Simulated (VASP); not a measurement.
## Cr: relaxation of cell and atoms with PBE

Cr:

```
CELL_PARAMETERS angstrom
-1.42252 1.42252 1.42252
1.42252 -1.42252 1.42252
1.42252 1.42252 -1.42252
ATOMIC_POSITIONS crystal
Cr 0.00000 0.00000 0.00000
```

| Item | Value |
| --- | --- |
| Program | VASP 6.6.1 |
| Task | relaxation of cell and atoms |
| Functional | PBE |
| Potentials or basis | VASP PAW PBE potentials, release 64 (Cr_pv) |
| Cutoff | 600 eV |
| k mesh | 28 × 28 × 28 |
| Occupations | gaussian, width 0.1 eV |
| Spin | no spin polarisation |
| Dipole correction | no |
| Further INCAR settings | ALGO = Fast; EDIFF = 1e-07; IBRION = 2; EDIFFG = -0.01; NSW = 100; ISIF = 3 |

```
Relaxed volume                         : 11.53 Å³/atom
Relaxed cell                           : a = 2.465 Å, b = 2.465 Å, c = 2.465 Å, α = 109.47°, β = 109.47°, γ = 109.47°
Space group after relaxing (to 0.05 Å) : Im-3m (No. 229)
Energy gained by relaxing              : 0.0 meV/atom
Ionic steps                            : 3
Pressure after relaxing                : 0.0 GPa
Band gap on the k mesh                 : zero (band 6 reaches 13.45 eV, above the bottom of band 7 at 10.09 eV)
```

Final structure:
```yaml
crystal:
  lattice:
    - [-1.42299, 1.42299, 1.42299]
    - [1.42299, -1.42299, 1.42299]
    - [1.42299, 1.42299, -1.42299]
  atoms:
    - { symbol: Cr, position: [0.00000, 0.00000, 0.00000] }
```

Levels at points of the mesh, in eV from the Fermi level:
```
           k point  band 3  band 4  band 5  band 6  band 7  band 8  band 9  band 10
(0.00, 0.00, 0.00)  -42.75   -7.89   -0.94   -0.94   -0.94    1.12    1.12     7.08
(0.50, 0.00, 0.00)  -42.76   -4.47   -2.49    1.09    1.11    1.46    2.81     7.07
(0.50, 0.50, 0.50)  -43.39   -4.35   -4.35    2.42    2.42    2.42    7.07    10.60
```

Run time: 2.5 min on 1 thread of Intel(R) Xeon(R) Platinum 8259CL CPU @ 2.50GHz (Skylake/Cascade Lake), on a shared host, peak memory 0.21 GiB.

Caveat: the run has no spin polarisation, though such a crystal can be magnetic. Spin polarisation is off, so any magnetic state and its effect on volume and gap are missing.
